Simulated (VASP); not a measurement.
Runs of VASP 6.6.1 on AlRu (rocksalt type). The structure is that of space group Fm-3m (No. 225), or close to it. The cells are those of the table. 

```tsv
cell	cutoff (eV)	gap on the mesh (eV)	pressure (GPa)
a = 2.980 Å, angles 60.0°, 2 atoms	520	none	190.8
a = 3.210 Å, angles 60.0°, 2 atoms	500	none	60.3
a = 2.833 Å, angles 60.0°, 2 atoms	520	none	(b)
a = 3.458 Å, angles 60.0°, 2 atoms	500	none	(a)
a = 3.313 Å, angles 60.0°, 2 atoms	520	none	28.5
a = 3.099 Å, angles 60.0°, 2 atoms	520	none	110.2
a = 3.210 Å, angles 60.0°, 2 atoms	520	none	60.3
```

Alike in all rows: task single point; level LDA; potentials or basis VASP PAW LDA potentials, release 64 (Ru_pv, Al); no spin polarisation; k mesh 14 × 14 × 14; smearing fermi-dirac 0.05 eV.

**Question.** Estimate the missing entries.

**Answer.** (a) 0.5; (b) 348.4.

A k mesh can miss the band edges, and the runs leave out spin-orbit coupling on Ru.

A gap of «none» marks levels without a gap at the run's occupations.
